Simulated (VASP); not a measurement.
Write the native input for VASP 6.6.1 that does the following.

```
Task                   : single point
Functional             : PBE
Potentials or basis    : VASP PAW PBE potentials, release 64 (Nb_sv)
Cutoff                 : 520 eV
k mesh                 : 21 × 21 × 21
Occupations            : fermi-dirac, width 0.05 eV
Spin                   : collinear spin, ferromagnetic start
Starting moments       : [1.0] μB
Dipole correction      : no
Further INCAR settings : ALGO = Normal; EDIFF = 1e-07; NBANDS = 16
```

The structure of Nb lies in POSCAR:

```
Nb
1.0
    0.0000000000      2.1650056240      2.1650056240
    2.1650056240      0.0000000000      2.1650056240
    2.1650056240      2.1650056240      0.0000000000
Nb
1
Direct
    0.0000000000      0.0000000000      0.0000000000
```

This cell differs from its parent crystal: volume scaled by 1.08.

The input as run:

INCAR

```
SYSTEM = Nb
PREC = Accurate ; ENCUT = 520
EDIFF = 1E-7 ; ISMEAR = -1
SIGMA = 0.05 ; LREAL = .False.
LASPH = .True. ; NELM = 150
ALGO = Normal ; ISIF = 2
LWAVE = .False. ; LCHARG = .False.
ISPIN = 2 ; MAGMOM = 1
LORBIT = 11 ; LMAXMIX = 4
GGA = PE ; NBANDS = 16
```

KPOINTS

```
Automatic mesh
0
Gamma
  21 21 21
  0 0 0
```

Potentials or basis: VASP PAW PBE potentials, release 64 (Nb_sv).

Launch:

```sh
$ cat potpaw_PBE.64/Nb_sv/POTCAR > POTCAR
$ mpirun -np 1 vasp_std > vasp.out
```

It gave:

```json
{"Pressure": "-11.4 GPa", "Net moment": "0.00 μB per cell", "Valence electrons inside the program's atomic spheres": "Nb 10.54"}
```

Wall time 120 s on 1 thread of Intel Xeon 6975P-C, on a shared host, peak memory 0.25 GiB.
